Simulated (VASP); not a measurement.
Wanted: the native input for a VASP 6.6.1 run.

- Task: single point
- Functional: PBE
- Potentials or basis: VASP PAW PBE potentials, release 64 (Si, C)
- Cutoff: 520 eV
- k mesh: 8 × 8 × 8
- Occupations: gaussian, width 0.1 eV
- Spin: no spin polarisation
- Dipole correction: no
- Further INCAR settings: ALGO = Normal; EDIFF = 1e-07; NBANDS = 11

The structure of SiC lies in POSCAR:

```
SiC
1.0
    0.0000000000      3.9170895200      2.4885453000
    1.4367341800      0.0000000000      2.4885453000
    1.4367341800      3.9170895200      0.0000000000
Si C
1 1
Direct
    0.6666700100      0.6666700100      0.3333299900
    0.3333299900      0.3333299900      0.6666700100
```

These files were run (other wordings do the same):

INCAR

```
  PREC = Accurate
  ENCUT = 520
  EDIFF = 1E-7
  ISMEAR = 0
  SIGMA = 0.1
  LREAL = False
  LASPH = True
  NELM = 60
  ALGO = Normal
  ISIF = 2
  LWAVE = False
  LCHARG = False
  GGA = PE
  NBANDS = 11
```

KPOINTS

```
Automatic mesh
0
Gamma
  8 8 8
```

Potentials or basis: VASP PAW PBE potentials, release 64 (Si, C).

Command:

```bash
$ cat potpaw_PBE.64/Si/POTCAR potpaw_PBE.64/C/POTCAR > POTCAR
$ mpirun -np 1 vasp_std > vasp.out
```

Results of the run:

```
Pressure               : 42.0 GPa
Largest force          : 0.023 eV/Å
Band gap on the k mesh : 1.85 eV, indirect (least direct gap 3.24 eV)
```

Run time: 16 s on 1 thread of AMD EPYC 9R45 96-Core Processor (Zen 5), on a shared host, peak memory 0.15 GiB.
